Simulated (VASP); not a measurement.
# NbCu: single point with RPBE

Crystal: NbCu.

```
Nb Cu
1.0
     0.00000    2.58169    2.58169
     2.58169    0.00000    2.58169
     2.58169    2.58169    0.00000
Nb Cu
1 1
Direct
  0.00000 0.00000 0.00000
  0.50000 0.50000 0.50000
```

```json
{
  "Program": "VASP 6.6.1",
  "Task": "single point",
  "Functional": "RPBE",
  "Potentials or basis": "VASP PAW PBE potentials, release 64 (Nb_sv, Cu)",
  "Cutoff": "520 eV",
  "k mesh": "9 × 9 × 9",
  "Occupations": "fermi-dirac, width 0.05 eV",
  "Spin": "no spin polarisation"
}
```

```
Pressure               : -0.1 GPa
Band gap on the k mesh : zero (bands 12 and 13 overlap by 1.78 eV)
```

Levels at points of the mesh, in eV from the Fermi level:
| k point | band 8 | band 9 | band 10 | band 11 | band 12 | band 13 | band 14 | band 15 | band 16 | band 17 |
| --- | --- | --- | --- | --- | --- | --- | --- | --- | --- | --- |
| (0.00, 0.00, 0.00) | -3.85 | -3.85 | -3.85 | 0.99 | 0.99 | 0.99 | 2.29 | 2.29 | 8.78 | 8.78 |

Run time: 14 s on 1 thread of Intel(R) Xeon(R) 6975P-C (Granite Rapids), on a shared host, peak memory 0.17 GiB.

Caveat: the PAW data sets were made with another functional, which shifts forces and pressure a little.
